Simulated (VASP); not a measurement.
Input of a VASP 6.6.1 run:

POSCAR

```
ScAl
1.0
    3.3703489700      0.0000000000      0.0000000000
    0.0000000000      3.3703489700      0.0000000000
    0.0000000000      0.0000000000      3.3703489700
Sc Al
1 1
Direct
    0.5000000000      0.5000000000      0.5000000000
    0.0111264443      0.0000000000      0.0000000000
```

File INCAR.step1:

```
ALGO = Normal
EDIFF = 1E-4
ENCUT = 520
GGA = PE
ISMEAR = 0
LASPH = True
LCHARG = False
LREAL = False
LWAVE = True
NBANDS = 14
NELM = 60
PREC = Accurate
SIGMA = 0.15
```

The input INCAR.step2:

```
ALGO = Normal
EDIFF = 1E-6
ENCUT = 520
ISIF = 2
ISMEAR = 0
ISTART = 1
LASPH = True
LCHARG = False
LMIXTAU = True
LREAL = False
LWAVE = False
METAGGA = R2SCAN
NBANDS = 14
NELM = 60
PREC = Accurate
SIGMA = 0.15
```

The input KPOINTS:

```
k-points
0
Gamma
  14 14 14
```

Potentials or basis: VASP PAW PBE potentials, release 64 (Sc_sv, Al).

Command:

```console
$ cat potpaw_PBE.64/Sc_sv/POTCAR potpaw_PBE.64/Al/POTCAR > POTCAR
$ cp INCAR.step1 INCAR
$ mpirun -np 1 vasp_std > vasp.out
$ cp INCAR.step2 INCAR
$ mpirun -np 1 vasp_std > vasp.out
```

Problem. What does it give for the pressure?

Solution. 0.2 GPa.

Problem. Estimate the band gap on the k mesh.

Solution. Zero (band 7 reaches 6.53 eV, above the bottom of band 8 at 5.28 eV).

Forces in eV/Å, atoms in the order of the input:
```
Sc   0.202  0.000  0.000
Al  -0.202  0.000  0.000
```

Caveat: the cell differs from its parent crystal (all Al atoms moved +0.037 Å, as atom 2 along Cartesian [1 0 0]); the PAW data sets were made with another functional, which shifts forces and pressure a little.
